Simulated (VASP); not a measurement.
Input of a VASP 6.6.1 run:

INCAR

```
SYSTEM = Al32H
  PREC = Accurate
  ENCUT = 520
  EDIFF = 1E-6
  ISMEAR = 0
  SIGMA = 0.15
  LREAL = Auto
  LASPH = .TRUE.
  NELM = 100
  ALGO = Normal
  ISIF = 2
  LWAVE = .FALSE.
  LCHARG = .TRUE.
  LELF = .TRUE.
  LVHAR = .TRUE.
  NBANDS = 70
```

File KPOINTS:

```
Automatic mesh
0
G
  3 3 3
  0 0 0
```

File POSCAR:

```
Al32H
1.0
    8.1000000000      0.0000000000      0.0000000000
    0.0000000000      8.1000000000      0.0000000000
    0.0000000000      0.0000000000      8.1000000000
Al H
32 1
Direct
    0.4995086945      0.0022500201     -0.0023824013
    0.7508526369      0.2473822711     -0.0024667579
    0.7496304821     -0.0011275473      0.2505798346
    0.0001387378     -0.0002259550      0.0000752877
    0.2502579640      0.2498937919      0.0000734052
    0.5007755698      0.5004149577      0.0009405452
    0.7496172657      0.7492560041      0.0009482981
    0.2477735943      0.0022550280      0.2493536072
    0.5007939549      0.2507471524      0.2506097043
    0.7597318224      0.4902905983      0.2404107078
    0.5007557618     -0.0010874975      0.4994523271
    0.7495871399      0.2507974865      0.4994010892
    0.7508417093      0.0023096856      0.7524577190
    0.0026463494      0.4991761514     -0.0024653954
    0.2477781864      0.7505192684     -0.0023828361
    0.0026421534      0.2473878116      0.2493239595
    0.2511589982      0.5003989114      0.2505750922
    0.4907907510      0.7592343514      0.2406541666
    0.0026152252      0.0023018968      0.5006843234
    0.2477337620      0.2474217608      0.5006814984
    0.4906650542      0.4904086576      0.5094857211
    0.7596369225      0.7593832041      0.5095088890
    0.2502524141     -0.0002184780      0.7499602546
    0.4994922195      0.2474242136      0.7524406089
    0.7496024008      0.5004316620      0.7490264750
   -0.0007171935      0.7492339703      0.2506152754
   -0.0007597719      0.5004506665      0.4993973857
    0.2511267017      0.7492805573      0.4994551836
    0.0001264375      0.2499080237      0.7499399041
    0.2477272913      0.4991898702      0.7524493781
    0.5007726759      0.7492607551      0.7491091885
    0.0026131569      0.7505385281      0.7524480272
    0.6254310519      0.6246416817      0.3750055443
```

Potentials or basis: VASP PAW LDA potentials, release 64 (Al, H).

Command:

```sh
$ cat potpaw_LDA.64/Al/POTCAR potpaw_LDA.64/H/POTCAR > POTCAR
$ mpirun -np 1 vasp_std > vasp.out
```

(1) Predict the band gap on the k mesh.

(2) Predict the pressure.

(3) Estimate the largest force.

Answers

(1) zero (an odd number of electrons rules out a gap without spin polarisation).

(2) -2.8 GPa.

(3) 0.005 eV/Å.
